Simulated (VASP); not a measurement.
# La16CO24 (a cell with a defect) in VASP: notebook, part 3 of 3

VASP 6.6.1. Earlier steps stand in the parts before.

## (6) Single point, PBE

File INCAR:

```
PREC = Accurate
ENCUT = 520
EDIFF = 1E-6
ISMEAR = -1
SIGMA = 0.01
LREAL = Auto
LASPH = True
NELM = 100
ALGO = Normal
ISIF = 2
LWAVE = False
LCHARG = True
GGA = PE
LELF = True
LVHAR = True
NBANDS = 188
```

File KPOINTS:

```
Automatic mesh
0
Gamma
  1 1 1
```

File POSCAR:

```
La16CO24
1.0
    7.8811453700     -0.0000000600      0.0000000000
   -3.9405726400      6.8252721300      0.0000000000
    0.0000000000      0.0000000000     12.3757188400
La O C
16 24 1
Direct
    0.3394591401      0.1543041802      0.4007713866
    0.1516016533      0.3447746792      0.1009138957
    0.3290432635      0.1637758903      0.8740640556
    0.1592306318      0.3338691800      0.6266494173
    0.3337786913      0.6625111694      0.3714738561
    0.1563663367      0.8446939403      0.1286559610
    0.3270696539      0.6751568189      0.8737069046
    0.1575631787      0.8256404876      0.6213675423
    0.8389190815      0.1600432964      0.3724548901
    0.6575889599      0.3373220870      0.1287354715
    0.8223476480      0.1635420578      0.8792067063
    0.6714958295      0.3328311307      0.6270087500
    0.8095044784      0.6511633476      0.3745558589
    0.6470149728      0.8153622204      0.1252761977
    0.8299937088      0.6685188463      0.8775611454
    0.6637745494      0.8340693135      0.6233227419
    0.3141446572      0.1780605953      0.2001245368
    0.1722150876      0.3176302672      0.3023074496
    0.0039607788     -0.0082273642     -0.0037881436
    0.3326941255      0.1640969032      0.6680577595
    0.1597739852      0.3371200394      0.8302908407
   -0.0156314922      0.0045297826      0.5043098571
    0.3201605569      0.6845157131      0.1732840757
    0.1568969204      0.8252865090      0.3382433016
   -0.0095133340      0.5183558885      0.0028279569
    0.3291670603      0.6678500041      0.6820004647
    0.1601754817      0.8339699724      0.8126550975
    0.0056463575      0.4781223280      0.5053835725
    0.8212956240      0.1615765684      0.1617048695
    0.6796850672      0.3242421692      0.3270614057
    0.4725364911      0.0123580462     -0.0032836072
    0.8293027552      0.1644980637      0.6879845211
    0.6633604831      0.3338069159      0.8187168059
    0.5141955064     -0.0064448667      0.4966521201
    0.8303091510      0.6671627099      0.1832615971
    0.6626023222      0.8354568039      0.3159329208
    0.5021734724      0.4983347133     -0.0001146600
    0.8291753356      0.6641040772      0.6765344388
    0.6593064767      0.8340986163      0.8261427988
    0.4968158620      0.5106323914      0.5013000926
    0.3591274302      0.3639025630      0.2515606601
```

Potentials or basis: VASP PAW PBE potentials, release 64 (La, O, C).

The run is started by

```bash
$ cat potpaw_PBE.64/La/POTCAR potpaw_PBE.64/O/POTCAR potpaw_PBE.64/C/POTCAR > POTCAR
$ mpirun -np 1 vasp_gam > vasp.out
```

OUTCAR:

```text
PREC = Accurate
   ENCUT = 520
   EDIFF = 1E-6
   ISMEAR = -1
   LREAL = Auto
   LASPH = True
   NELM = 100
   ISIF = 2
   GGA = PE

 ion  position               nearest neighbor table
   1  0.339  0.154  0.401-  24 2.38  41 2.43  30 2.49  17 2.51  18 2.56  34 2.58  40 2.74  22 2.75
                             8 3.54  12 3.60
   2  0.152  0.345  0.101-  29 2.38  41 2.43  23 2.49  18 2.51  17 2.56  25 2.59  37 2.71  19 2.75
                            11 3.55   7 3.61
[... 469 lines left out ...]
  -------------------------------------------------------------------------------------
  Total        8.1899374      7.0901930      5.7982085     -1.0765319     -2.1461958      3.5352283
  in kB       19.7111255     17.0643164     13.9548337     -2.5909424     -5.1653550      8.5084079
  external PRESSURE =      16.9100919 kB  Pullay stress =       0.0000000 kB

 VOLUME and BASIS-vectors are now :
 -----------------------------------------------------------------------------
  energy-cutoff  :      520.00
  volume of cell :      665.70
      direct lattice vectors                 reciprocal lattice vectors
     7.881145370 -0.000000060  0.000000000     0.126885111  0.073257152  0.000000000
    -3.940572640  6.825272130  0.000000000     0.000000001  0.146514305  0.000000000
     0.000000000  0.000000000 12.375718840     0.000000000  0.000000000  0.080803387

 POSITION                                       TOTAL-FORCE (eV/Angst)
 -----------------------------------------------------------------------------------
      2.06728      1.05317      4.95983         0.000223      0.006616     -0.010750
     -0.16381      2.35318      1.24888        -0.005238     -0.006107      0.010325
      1.94787      1.11781     10.81717         0.001756      0.002012     -0.005256
     -0.06072      2.27875      7.75524        -0.002887      0.006668     -0.006074
      0.01988      4.52182      4.59726         0.008454     -0.008275     -0.002017
     -2.09623      5.76527      1.59221        -0.005142      0.007237      0.010945
[... 33 lines left out ...]
      1.90329      3.48520      6.20395         0.004478     -0.001551      0.003358
      1.39635      2.48373      3.11324         0.095584      0.146525      0.004538
 -----------------------------------------------------------------------------------
    total drift:                                0.016081     -0.021504      0.001778

  FREE ENERGIE OF THE ION-ELECTRON SYSTEM (eV)
  ---------------------------------------------------
  free  energy   TOTEN  =      -337.0956596809 eV

  energy  without entropy=     -337.0956596809  energy(sigma->0) =     -337.09565968
```

OSZICAR:

```text
N       E                     dE             d eps       ncg     rms          rms(c)
DAV:   1     0.691110974191E+04    0.69111E+04   -0.12014E+05   384   0.317E+03
DAV:   2     0.318111869069E+04   -0.37300E+04   -0.35359E+04   448   0.810E+02
DAV:   3     0.112381280640E+04   -0.20573E+04   -0.20027E+04   528   0.420E+02
[... 13 lines left out ...]
DAV:  17    -0.337095635293E+03   -0.15715E-04   -0.86984E-04   752   0.115E-01    0.367E-02
DAV:  18    -0.337095656211E+03   -0.20918E-04   -0.40642E-04   736   0.753E-02    0.193E-02
DAV:  19    -0.337095657154E+03   -0.94312E-06   -0.13430E-04   680   0.434E-02    0.108E-02
DAV:  20    -0.337095659928E+03   -0.27740E-05   -0.35141E-05   576   0.236E-02    0.496E-03
DAV:  21    -0.337095659681E+03    0.24740E-06   -0.98926E-06   336   0.132E-02
   1 F= -.33709566E+03 E0= -.33709566E+03  d E =-.105379E-12
```

Run time: 8.8 min. Hardware: 1 thread of AMD EPYC 7R43 (Zen 3), shared host; peak memory 0.69 GiB.

What came out:

| Item | Value |
| --- | --- |
| Free energy | -337.0957 eV |
| Pressure | 1.7 GPa |
| Largest force | 0.175 eV/Å |
| Band gap on the k mesh | 1.46 eV |

Forces on the atoms (eV/Å):
```
La   0.000  0.007 -0.011
La  -0.005 -0.006  0.010
La   0.002  0.002 -0.005
La  -0.003  0.007 -0.006
La   0.008 -0.008 -0.002
La  -0.005  0.007  0.011
La   0.001  0.006 -0.018
La   0.001  0.003 -0.002
La   0.002  0.006 -0.016
La  -0.009  0.003  0.020
La   0.003 -0.006 -0.003
La   0.006 -0.007  0.012
La   0.007  0.010 -0.014
La   0.009  0.006  0.020
La   0.000 -0.001 -0.006
La  -0.008 -0.005  0.005
O    0.037 -0.123 -0.078
O   -0.125 -0.022  0.058
O   -0.007  0.002 -0.003
O    0.002  0.001  0.007
O    0.002  0.003  0.012
O    0.005 -0.005  0.003
O   -0.004 -0.003 -0.008
O   -0.015 -0.016  0.019
O    0.004 -0.001 -0.014
O   -0.001  0.002  0.007
O   -0.007  0.009  0.007
O   -0.001 -0.004 -0.002
O   -0.011 -0.011 -0.012
O   -0.004  0.002  0.005
O    0.005  0.000  0.002
O   -0.007  0.002 -0.006
O    0.001 -0.002  0.007
O    0.000  0.007  0.011
O    0.006 -0.001 -0.002
O    0.005 -0.005 -0.002
O    0.007  0.003 -0.015
O   -0.002 -0.002  0.002
O    0.001 -0.003 -0.004
O    0.004 -0.002  0.003
C    0.096  0.147  0.005
```

Caveat: the k points lie up to 0.92 Å⁻¹ apart; spin-orbit coupling is left out, which moves the levels of the heavy elements.

## (7) The runs side by side

| cell | gap on the mesh (eV) | pressure (GPa) | largest force (eV/Å) |
| --- | --- | --- | --- |
| as given, atomic positions A | 1.47 | 1.7 | 0.16 |
| as given, atomic positions B | 1.46 | 1.7 | 0.18 |
| as given, atomic positions C | 1.47 | 1.7 | 0.17 |

Alike in all rows: task single point; level PBE; potentials or basis VASP PAW PBE potentials, release 64 (La, O, C); no spin polarisation; k mesh 1 × 1 × 1; cutoff (eV) 520; smearing fermi-dirac 0.01 eV.

Caveats: all runs use coarse meshes; spin-orbit coupling is left out, which moves the levels of the heavy elements.

Total energies depend on the potentials used, so only differences within one code and one set of settings carry meaning.
